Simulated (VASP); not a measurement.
# LiTlSe2 (P-4m2) in VASP: notebook

Aim: see how the results for LiTlSe2 move with the level of theory and the settings. Levels: PBEsol, HSE06. Tasks: relaxation of cell and atoms, single point.

All numbers are computed with VASP 6.6.1; they aren't measurements. Logs are shortened: lines on timing, memory, paths and dates and some standing lists are left out, and cuts for length are marked.

## 1. The cell of the first run

Symmetry: P-4m2, No. 115, tetragonal system. The conventional cell has a = 4.318 Å, b = 4.318 Å, c = 6.013 Å, α = 90.00°, β = 90.00°, γ = 90.00°. Within 3.4 Å of Li (site symmetry -4m2) lie 4 Se at 2.55 Å. Se (site symmetry 2mm) has 2 Li at 2.55 Å and 2 Tl at 2.71 Å within 3.4 Å. Within 3.6 Å of Tl (site symmetry -4m2) lie 4 Se at 2.71 Å.

## 2. Relaxation of cell and atoms, PBEsol

File INCAR:

```
SYSTEM = LiTlSe2
  PREC = Accurate
  ENCUT = 600
  EDIFF = 1E-6
  ISMEAR = -1
  SIGMA = 0.02
  LREAL = .FALSE.
  LASPH = .TRUE.
  NELM = 60
  ALGO = Normal
  ISIF = 3
  LWAVE = .FALSE.
  LCHARG = .FALSE.
  GGA = PS
  IBRION = 2
  NSW = 80
  EDIFFG = -0.005
```

File KPOINTS:

```
Automatic mesh
0
G
  6 6 4
  0 0 0
```

File POSCAR:

```
LiTlSe2
1.0
    4.3177670485      0.0000000000      0.0000000000
    0.0000000000      4.3177670485      0.0000000000
    0.0000000000      0.0000000000      6.0132508204
Li Se Tl
1 2 1
Direct
    0.0000000000      0.0000000000      0.0000000000
    0.0000000000      0.5000000000      0.2268148566
    0.5000000000      0.0000000000      0.7731851434
    0.5000000000      0.5000000000      0.5000000000
```

Potentials or basis: VASP PAW PBE potentials, release 64 (Li_sv, Se, Tl_d).

Started as:

```console
cat potpaw_PBE.64/Li_sv/POTCAR potpaw_PBE.64/Se/POTCAR potpaw_PBE.64/Tl_d/POTCAR > POTCAR
mpirun -np 1 vasp_std > vasp.out
```

OUTCAR:

```text
SYSTEM = LiTlSe2
   PREC = Accurate
   ENCUT = 600
   EDIFF = 1E-6
   ISMEAR = -1
   LREAL = .FALSE.
   LASPH = .TRUE.
   NELM = 60
   ISIF = 3
   GGA = PS
   IBRION = 2
   NSW = 80
   EDIFFG = -0.005

 ion  position               nearest neighbor table
   1  0.000  0.000  0.000-   2 2.55   3 2.55   2 2.55   3 2.55
   2  0.000  0.500  0.227-   1 2.55   1 2.55   4 2.71   4 2.71
   3  0.500  0.000  0.773-   1 2.55   1 2.55   4 2.71   4 2.71
   4  0.500  0.500  0.500-   2 2.71   3 2.71   3 2.71   2 2.71

  LATTYP: Found a simple tetragonal cell.
 ALAT       =     4.3177670485
 C/A-ratio  =     1.3926760645

  Lattice vectors:

 A1 = (   4.3177670485,   0.0000000000,   0.0000000000)
 A2 = (   0.0000000000,   4.3177670485,   0.0000000000)
 A3 = (   0.0000000000,   0.0000000000,   6.0132508204)

Analysis of symmetry for initial positions (statically):
=====================================================================
 Subroutine PRICEL returns:
 Original cell was already a primitive cell.

 Routine SETGRP: Setting up the symmetry group for a
 simple tetragonal supercell.

 Subroutine GETGRP returns: Found  8 space group operations
 (whereof  8 operations were pure point group operations)
 out of a pool of 16 trial point group operations.

The static configuration has the point symmetry D_2d.

Analysis of symmetry for dynamics (positions and initial velocities):
=====================================================================
 Subroutine PRICEL returns:
 Original cell was already a primitive cell.

 Routine SETGRP: Setting up the symmetry group for a
 simple tetragonal supercell.

 Subroutine GETGRP returns: Found  8 space group operations
 (whereof  8 operations were pure point group operations)
 out of a pool of 16 trial point group operations.

The dynamic configuration has the point symmetry D_2d.

 Subroutine INISYM returns: Found  8 space group operations
 (whereof  8 operations are pure point group operations),
 and found     1 'primitive' translations

----------------------------------------------------------------------------------------

                                     Primitive cell

  volume of cell :     112.1057

  direct lattice vectors                    reciprocal lattice vectors
     4.317767049  0.000000000  0.000000000     0.231601193  0.000000000  0.000000000
     0.000000000  4.317767049  0.000000000     0.000000000  0.231601193  0.000000000
     0.000000000  0.000000000  6.013250820     0.000000000  0.000000000  0.166299399

  length of vectors
     4.317767049  4.317767049  6.013250820     0.231601193  0.231601193  0.166299399

  position of ions in fractional coordinates (direct lattice)
     0.000000000  0.000000000  0.000000000
     0.000000000  0.500000000  0.226814857
     0.500000000  0.000000000  0.773185143
     0.500000000  0.500000000  0.500000000

  ion indices of the primitive-cell ions
   primitive index   ion index
                 1           1
                 2           2
                 3           3
                 4           4

----------------------------------------------------------------------------------------

 KPOINTS: Automatic mesh

Automatic generation of k-mesh.
 Grid dimensions read from file:
 generate k-points for:    6    6    4

 Generating k-lattice:

  Cartesian coordinates                     Fractional coordinates (reciprocal lattice)
     0.038600199  0.000000000  0.000000000     0.166666667  0.000000000  0.000000000
     0.000000000  0.038600199  0.000000000     0.000000000  0.166666667  0.000000000
     0.000000000  0.000000000  0.041574850     0.000000000  0.000000000  0.250000000

  Length of vectors
     0.038600199  0.038600199  0.041574850

  Shift w.r.t. Gamma in fractional coordinates (k-lattice)
     0.000000000  0.000000000  0.000000000

 Subroutine IBZKPT returns following result:
 ===========================================

 Found     30 irreducible k-points:

 Following reciprocal coordinates:
            Coordinates               Weight
  0.000000  0.000000  0.000000      1.000000
  0.166667  0.000000  0.000000      4.000000
  0.333333  0.000000  0.000000      4.000000
  0.500000  0.000000  0.000000      2.000000
  0.166667  0.166667  0.000000      4.000000
  0.333333  0.166667  0.000000      8.000000
[... 16 lines left out ...]
  0.333333  0.000000  0.500000      4.000000
  0.500000  0.000000  0.500000      2.000000
 [... further k-points ...]
   k-points           NKPTS =     30   k-points in BZ     NKDIM =     30   number of bands    NBANDS=     18
   number of dos      NEDOS =    301   number of ions     NIONS =      4
   total plane-waves  NPLWV =  62208
   dimension x,y,z NGX =    36 NGY =   36 NGZ =   48
   dimension x,y,z NGXF=    72 NGYF=   72 NGZF=   96
   ions per type =               1   2   1
   NGX,Y,Z   is equivalent  to a cutoff of  13.86, 13.86, 13.27 a.u.
   NGXF,Y,Z  is equivalent  to a cutoff of  27.72, 27.72, 26.54 a.u.
 SYSTEM =  LiTlSe2
   PREC   = accura    normal or accurate (medium, high low for compatibility)
   ISTART =      0    job   : 0-new  1-cont  2-samecut
   ICHARG =      2    charge: 1-file 2-atom 10-const
   ISPIN  =      1    spin polarized calculation?
   LNONCOLLINEAR =      F non collinear calculations
   LSORBIT =      F    spin-orbit coupling
   LASPH  =      T    aspherical Exc in radial PAW
   ENCUT  =  600.0 eV  44.10 Ry    6.64 a.u.   8.62  8.62 12.01*2*pi/ulx,y,z
   NELM   =     60;   NELMIN=  2; NELMDL= -5     # of ELM steps
   EDIFF  = 0.1E-05   stopping-criterion for ELM
   LREAL  =      F    real-space projection
   EDIFFG = -.5E-02   stopping-criterion for IOM
   NSW    =     80    number of steps for IOM
   IBRION =      2    ionic relax: 0-MD 1-quasi-New 2-CG
   NFREE  =      1    steps in history (QN), initial steepest desc. (CG)
   ISIF   =      3    stress and relaxation
   ISYM   =      2    0-nonsym 1-usesym 2-fastsym
   POTIM  = 0.5000    time-step for ionic-motion
   TEBEG  =    0.0;   TEEND  =   0.0 temperature during run
   PSTRESS=    0.0 pullay stress
   NELECT =      28.0000    total number of electrons
   NUPDOWN=      -1.0000    fix difference up-down
   EMIN   =  10.00;   EMAX   =-10.00  energy-range for DOS
   EFERMI =   0.00;   METHOD = LEGACY
   ISMEAR =    -1;   SIGMA  =   0.02  broadening in eV -4-tet -1-fermi 0-gaus
   EFERMI_NEDOS =   21; number of points for ismear=-14 and -15
   IALGO  =     38    algorithm
   IMIX   =      4    mixing-type and parameters
     AMIX     =   0.40;   BMIX     =  1.00
     AMIX_MAG =   1.60;   BMIX_MAG =  1.00
  volume/ion in A,a.u.               =      28.03       189.13
  Fermi-wavevector in a.u.,A,eV,Ry     =   1.030983  1.948276 14.461992  1.062926
  Thomas-Fermi vector in A             =   2.165109
   LORBIT       =      0    0 simple, 1 ext, 2 COOP (PROOUT), +10 PAW based schemes
   GGA     = PS    functional components
   LHFCALC =     F    Hartree Fock is set to
   AEXX    =    0.0000 exact exchange contribution
   IVDW    =     0    specifies the selected vdW correction
   LEPSILON=     F    determine dielectric tensor
   LRPA    =     F    only Hartree local field effects (RPA)
 conjugate gradient relaxation of ions
 non-spin polarized calculation
  energy-cutoff  :      600.00
  volume of cell :      112.11
 maximum number of plane-waves:      3792
 NGX is ok and might be reduce to    36
   NGX = 17   NGY = 17   NGZ = 25

--------------------------------------- Ionic step        1  -------------------------------------------

 number of electron      28.0000003 magnetization

 Free energy of the ion-electron system (eV)
  ---------------------------------------------------
  ext. energy  EPLUGINS =         0.00000000
  ---------------------------------------------------
  free energy    TOTEN  =       -14.61025728 eV

  energy without entropy =      -14.61025234  energy(sigma->0) =      -14.61025481

------------------------ aborting loop because EDIFF is reached ----------------------------------------

  FORCE on cell =-STRESS in cart. coord.  units (eV):
  Direction    XX          YY          ZZ          XY          YZ          ZX
  --------------------------------------------------------------------------------------
  -------------------------------------------------------------------------------------
  Total       -1.2578757     -1.2578757     -1.3304758      0.0000000      0.0000000      0.0000000
  in kB      -17.9771396    -17.9771396    -19.0147156      0.0000000      0.0000000      0.0000000
  external PRESSURE =     -18.3229983 kB  Pullay stress =       0.0000000 kB
[... 95 lines left out ...]
  FREE ENERGIE OF THE ION-ELECTRON SYSTEM (eV)
  ---------------------------------------------------
  free  energy   TOTEN  =       -14.6427775280 eV

  energy  without entropy=      -14.6427767663  energy(sigma->0) =      -14.64277715

[... ionic steps 4 to 8 ...]

--------------------------------------- Ionic step        9  -------------------------------------------

 number of electron      27.9999995 magnetization

------------------------ aborting loop because EDIFF is reached ----------------------------------------

  FORCE on cell =-STRESS in cart. coord.  units (eV):
  Direction    XX          YY          ZZ          XY          YZ          ZX
  --------------------------------------------------------------------------------------
  -------------------------------------------------------------------------------------
  Total        0.0199273      0.0199273      0.0154665      0.0000000      0.0000000      0.0000000
  in kB        0.3003694      0.3003694      0.2331318      0.0000000      0.0000000      0.0000000
  external PRESSURE =       0.2779569 kB  Pullay stress =       0.0000000 kB
[... 61 lines left out ...]
  energy  without entropy=      -14.6437685478  energy(sigma->0) =      -14.64376904

--------------------------------------- Ionic step       11  -------------------------------------------

 number of electron      27.9999995 magnetization

 Free energy of the ion-electron system (eV)
  ---------------------------------------------------
  ext. energy  EPLUGINS =         0.00000000
  ---------------------------------------------------
  free energy    TOTEN  =       -14.64379029 eV

  energy without entropy =      -14.64378937  energy(sigma->0) =      -14.64378983

 E-fermi :   1.9866     XC(G=0):  -8.6564

 val. band max:        1.7968476245   @ k =   0.0000   0.0000   0.0000
 cond. band min:       2.1612785967   @ k =   0.0000   0.0000   0.0000
 fundamental gap:      0.3644309721
 Fermi energy:         1.9866481229

 k-point     1 :       0.0000    0.0000    0.0000
  band No.  band energies     occupation
      1     -41.9758      2.00000
      2     -10.7000      2.00000
      3     -10.3485      2.00000
      4      -9.0112      2.00000
      5      -9.0112      2.00000
      6      -8.8949      2.00000
[... 10 lines left out ...]
     17       6.8395      0.00000
     18       7.4978      0.00000
[... 466 lines left out ...]
      2     -10.4697      2.00000
      3     -10.4097      2.00000
      4      -9.0053      2.00000
      5      -8.8859      2.00000
      6      -8.8188      2.00000
[... 10 lines left out ...]
     17       7.3382      0.00000
     18       7.9090      0.00000

 [... further k-points ...]

------------------------ aborting loop because EDIFF is reached ----------------------------------------

  FORCE on cell =-STRESS in cart. coord.  units (eV):
  Direction    XX          YY          ZZ          XY          YZ          ZX
  --------------------------------------------------------------------------------------
  -------------------------------------------------------------------------------------
  Total       -0.0006482     -0.0006482     -0.0016118      0.0000000      0.0000000      0.0000000
  in kB       -0.0097637     -0.0097637     -0.0242798      0.0000000      0.0000000      0.0000000
  external PRESSURE =      -0.0146024 kB  Pullay stress =       0.0000000 kB
[... 19 lines left out ...]
  FREE ENERGIE OF THE ION-ELECTRON SYSTEM (eV)
  ---------------------------------------------------
  free  energy   TOTEN  =       -14.6437902888 eV

  energy  without entropy=      -14.6437893727  energy(sigma->0) =      -14.64378983

 reached required accuracy - stopping structural energy minimisation
```

Wall time 2.5 min (1 thread of Intel Xeon 6975P-C (Granite Rapids), shared host); peak memory 0.3 GiB.

What came out:

- Free energy: -14.6438 eV
- Relaxed volume: 26.59 Å³/atom
- Relaxed cell: a = 4.248 Å, b = 4.248 Å, c = 5.894 Å, α = 90.00°, β = 90.00°, γ = 90.00°
- Space group after relaxing (to 0.1 Å): P-4m2 (No. 115)
- Energy gained by relaxing: 8.4 meV/atom
- Ionic steps: 11
- Pressure after relaxing: 0.0 GPa
- Band gap on the k mesh: 0.36 eV

Step by step:
| step | energy change (eV) | largest force (eV/Å) | pressure (GPa) | volume (Å³) |
| --- | --- | --- | --- | --- |
| 1 | 0.0000 | 0.1733 | -1.83 | 112.11 |
| 2 | -0.0325 | 0.0677 | -0.05 | 106.99 |
| 3 | -0.0325 | 0.0694 | -0.05 | 106.95 |
| 4 | -0.0330 | 0.0497 | -0.03 | 106.80 |
| 5 | -0.0334 | 0.0045 | -0.01 | 106.47 |
| 6 | -0.0334 | 0.0046 | 0.00 | 106.45 |
| 7 | -0.0335 | 0.0050 | 0.02 | 106.36 |
| 8 | -0.0335 | 0.0060 | 0.05 | 106.19 |
| 9 | -0.0335 | 0.0055 | 0.03 | 106.29 |
| 10 | -0.0335 | 0.0072 | -0.05 | 106.46 |
| 11 | -0.0335 | 0.0004 | 0.00 | 106.36 |

Final structure:
```yaml
crystal:
  lattice:
    - [4.24807, 0.00000, 0.00000]
    - [0.00000, 4.24807, 0.00000]
    - [0.00000, 0.00000, 5.89383]
  atoms:
    - { symbol: Li, position: [0.00000, 0.00000, 0.00000] }
    - { symbol: Se, position: [0.00000, 0.50000, 0.22575] }
    - { symbol: Se, position: [0.50000, 0.00000, 0.77425] }
    - { symbol: Tl, position: [0.50000, 0.50000, 0.50000] }
```

Levels at points of the mesh, in eV from the valence-band top:
| k point | band 11 | band 12 | band 13 | band 14 | band 15 | band 16 | band 17 | band 18 |
| --- | --- | --- | --- | --- | --- | --- | --- | --- |
| (0.00, 0.00, 0.00) | -1.78 | -0.25 | 0.00 | 0.00 | 0.36 | 3.14 | 5.04 | 5.70 |
| (0.50, 0.00, 0.00) | -2.22 | -1.75 | -1.02 | -0.51 | 2.21 | 5.24 | 5.42 | 6.15 |
| (0.50, 0.50, 0.00) | -2.09 | -1.76 | -1.76 | -1.11 | 1.49 | 3.08 | 3.08 | 6.39 |
| (0.00, 0.00, 0.50) | -1.23 | -1.23 | -0.79 | -0.79 | 2.08 | 3.24 | 4.87 | 6.62 |
| (0.50, 0.00, 0.50) | -0.94 | -0.88 | -0.52 | -0.50 | 0.67 | 4.78 | 5.54 | 6.11 |
| (0.50, 0.50, 0.50) | -2.13 | -2.13 | -1.80 | -1.52 | 3.12 | 5.19 | 5.19 | 6.91 |

Caveat: the cutoff is under 1.25 times the usual one of these potentials, so pressure, stress and relaxed cells hold a basis-set (Pulay) error; the PAW data sets were made with another functional, which shifts forces and pressure a little; spin-orbit coupling is left out, which moves the levels of the heavy elements.

## 3. Single point, HSE06

This run uses another cell than the first one, of 27.18 Å³/atom.

File POSCAR:

```
LiTlSe2
1.0
    4.2639248188      0.0000000000      0.0000000000
    0.0000000000      4.2639248188      0.0000000000
    0.0000000000      0.0000000000      5.9802485742
Li Se Tl
1 2 1
Direct
    0.0000000000      0.0000000000      0.0000000000
    0.0000000000      0.5000000000      0.2292133877
    0.5000000000      0.0000000000      0.7707866123
    0.5000000000      0.5000000000      0.5000000000
```

File INCAR.step1:

```
SYSTEM = LiTlSe2
ALGO     = Normal         ! electronic algorithm
EDIFF    = 1E-5           ! SCF threshold, eV
ENCUT    = 650            ! plane-wave cutoff, eV
GGA      = PE             ! functional
GGA_COMPAT= .False.      
ISIF     = 2              ! what is computed and relaxed
ISMEAR   = 0              ! smearing method
KPAR     = 4            
LASPH    = .True.         ! aspherical terms in the spheres
LCHARG   = .False.        ! write CHGCAR
LREAL    = .False.        ! projectors in reciprocal space
LWAVE    = .True.         ! write WAVECAR
NBANDS   = 22             ! bands
NELM     = 120            ! most SCF steps
PREC     = Accurate       ! precision mode
SIGMA    = 0.01           ! smearing width, eV
```

File INCAR.step2:

```
SYSTEM = LiTlSe2
ALGO     = Normal         ! electronic algorithm
EDIFF    = 1E-6           ! SCF threshold, eV
ENCUT    = 650            ! plane-wave cutoff, eV
GGA      = PE             ! functional
GGA_COMPAT= .False.      
HFSCREEN = 0.2079         ! screening, 1/A
ISIF     = 2              ! what is computed and relaxed
ISMEAR   = 0              ! smearing method
ISTART   = 1            
KPAR     = 4            
LASPH    = .True.         ! aspherical terms in the spheres
LCHARG   = .False.        ! write CHGCAR
LHFCALC  = .True.         ! exact exchange
LREAL    = .False.        ! projectors in reciprocal space
LWAVE    = .False.        ! write WAVECAR
NBANDS   = 22             ! bands
NELM     = 120            ! most SCF steps
PREC     = Accurate       ! precision mode
PRECFOCK = Normal       
SIGMA    = 0.01           ! smearing width, eV
```

File KPOINTS:

```
k-points
0
Gamma
  4 4 4
  0 0 0
```

Potentials or basis: VASP PAW PBE potentials, release 64 (Li_sv, Se, Tl_d).

Started as:

```console
cat potpaw_PBE.64/Li_sv/POTCAR potpaw_PBE.64/Se/POTCAR potpaw_PBE.64/Tl_d/POTCAR > POTCAR
cp INCAR.step1 INCAR
mpirun -np 4 vasp_std > vasp.out
cp INCAR.step2 INCAR
mpirun -np 4 vasp_std > vasp.out
```

Run time: 21 min. Hardware: 4 MPI ranks of AMD EPYC 7R13 (Zen 3), shared host; peak memory 0.4 GiB.

Results (log left out):

```
Free energy            : -16.1933 eV
Pressure               : -0.4 GPa
Largest force          : 0.122 eV/Å
Band gap on the k mesh : 1.16 eV
```

Forces on the atoms (eV/Å):
```
Li   0.000  0.000  0.000
Se   0.000  0.000  0.122
Se   0.000  0.000 -0.122
Tl   0.000  0.000  0.000
```

Stress tensor (GPa, compression positive):
```
-0.35  0.00  0.00
 0.00 -0.35  0.00
 0.00  0.00 -0.50
```

Levels at points of the mesh, in eV from the valence-band top:
```tsv
k point	band 11	band 12	band 13	band 14	band 15	band 16	band 17	band 18
(0.00, 0.00, 0.00)	-1.79	-0.16	0.00	0.00	1.16	4.10	6.10	6.79
(0.50, 0.00, 0.00)	-2.17	-1.79	-0.93	-0.57	3.07	6.36	6.50	7.26
(0.50, 0.50, 0.00)	-2.19	-1.78	-1.78	-1.24	2.42	4.08	4.08	7.40
(0.00, 0.00, 0.50)	-1.23	-1.23	-0.78	-0.78	2.89	4.21	5.94	7.70
(0.50, 0.00, 0.50)	-0.87	-0.84	-0.57	-0.57	1.53	5.82	6.64	7.17
(0.50, 0.50, 0.50)	-2.10	-2.10	-1.95	-1.67	4.06	6.16	6.16	7.98
```

Caveat: the PAW data sets were made with another functional, which shifts forces and pressure a little; spin-orbit coupling is left out, which moves the levels of the heavy elements. A k mesh can miss the band edges.
